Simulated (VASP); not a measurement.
Wanted: the native input for a VASP 6.6.1 run.

| Item | Value |
| --- | --- |
| Task | single point |
| Functional | PBE |
| Potentials or basis | VASP PAW PBE potentials, release 64 (Sr_sv, Cl) |
| Cutoff | 520 eV |
| k mesh | 6 × 6 × 6 |
| Occupations | gaussian, width 0.02 eV |
| Spin | no spin polarisation |
| Dipole correction | no |
| Further INCAR settings | ALGO = Normal; EDIFF = 1e-06; NBANDS = 19 |

The structure of SrCl2 lies in POSCAR:

```
SrCl2
1.0
    0.0000000000      3.6328144641      3.6328144641
    3.6328144641      0.0000000000      3.6328144641
    3.6328144641      3.6328144641      0.0000000000
Sr Cl
1 2
Direct
    0.0000000000      0.0000000000      0.0000000000
    0.2500000000      0.2500000000      0.2500000000
    0.7500000000      0.7500000000      0.7500000000
```

This cell differs from its parent crystal: volume scaled by 1.10.

One way to write it, as run:

INCAR

```
  ALGO = Normal
  EDIFF = 1E-6
  ENCUT = 520
  GGA = PE
  ISIF = 2
  ISMEAR = 0
  LASPH = True
  LCHARG = True
  LELF = True
  LREAL = False
  LVHAR = True
  LWAVE = False
  NBANDS = 19
  NELM = 80
  PREC = Accurate
  SIGMA = 0.02
```

KPOINTS

```
k-points
0
Gamma
  6 6 6
```

Potentials or basis: VASP PAW PBE potentials, release 64 (Sr_sv, Cl).

Command:

```sh
$ cat potpaw_PBE.64/Sr_sv/POTCAR potpaw_PBE.64/Cl/POTCAR > POTCAR
$ mpirun -np 1 vasp_std > vasp.out
```

It gave:

| Quantity | Value |
| --- | --- |
| Pressure | -2.5 GPa |
| Band gap on the k mesh | 4.88 eV, indirect (least direct gap 5.17 eV) |

It took 40 s on 1 thread of Intel(R) Xeon(R) Platinum 8488C (Sapphire Rapids), with other jobs on the host, peak memory 0.24 GiB.
